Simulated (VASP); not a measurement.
Runs of VASP 6.6.1 on InAs. The structure is that of space group F-43m (No. 216), or close to it. The cells are those of the table. 

```csv
task,level,cell,gap on the mesh (eV),pressure (GPa)
single point,PBE,"a = 4.360 Å, angles 60.0°, 2 atoms",none,0.5
single point,PBE,"a = 4.319 Å, angles 60.0°, 2 atoms",none,2.1
single point,PBE+D3(BJ),"a = 4.319 Å, angles 60.0°, 2 atoms",none,(a)
electric field gradients,PBE,"a = 4.360 Å, angles 60.0°, 2 atoms",none,0.5
electric field gradients,PBE,"a = 4.233 Å, angles 60.0°, 2 atoms",none,6.1
single point,PBE,"a = 4.190 Å, angles 60.0°, 2 atoms",-,8.6
single point,PBE,"a = 4.233 Å, angles 60.0°, 2 atoms",none,6.1
```

Alike in all rows: potentials or basis VASP PAW PBE potentials, release 64 (In_d, As); no spin polarisation; k mesh 10 × 10 × 10; cutoff (eV) 520; smearing fermi-dirac 0.08 eV.

**Question.** Fill in the values left out.

**Answer.** (a) 0.1.

Caveats: spin-orbit coupling is left out, which moves the levels of the heavy elements; semilocal functionals underestimate gaps, so a narrow gap can read as zero (at least some runs); the cell stands under pressure (at least some runs); three body term missing (at least some runs).

A k mesh can miss the band edges, and the runs leave out spin-orbit coupling on As, In.

A gap of «none» marks levels without a gap at the run's occupations.
